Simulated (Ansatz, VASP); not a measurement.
# Si: VASP beside Ansatz

```
Si
1.0
    -1.63566   -1.63566    1.30481
    -1.63566    1.63566    1.30481
    -3.27133    0.00000   -2.60962
Si
2
Direct
  0.54034 0.54034 0.50526
  0.95966 0.95966 0.99474
```

Change from the starting cell: mode 4 (76.0 1/cm) frozen in, largest displacement +0.175 Å.

Alike in both runs: task single point; functional LDA; k mesh 24 × 24 × 14; occupations gaussian, width 0.15 eV; no spin polarisation.

|  | VASP | Ansatz |
| --- | --- | --- |
| version | VASP 6.6.1 | Ansatz 0.2.0 |
| potentials or method | VASP PAW LDA potentials, release 64 (Si), cutoff 520 eV | scalar-relativistic, plane waves, PAW |
| valence electrons in the cell | 8 | 8 |

```tsv
	VASP	Ansatz	Ansatz less VASP
gap on the k mesh at the Fermi level (eV)	none	none	-
pressure (GPa)	1.1	1.0	-0.06
traceless stress, the component that is largest in VASP (GPa)	1.52	1.54	+0.017
rms of the force components (eV/Å)	0.075	0.076	+0.0012
```

LDA's correlation is that of Perdew and Zunger in VASP and of Perdew and Wang (1992) in Ansatz. Atom by atom the forces differ by 0.002 eV/Å (rms over components). A gap of «none» marks a metal or a gap that the smearing closes.
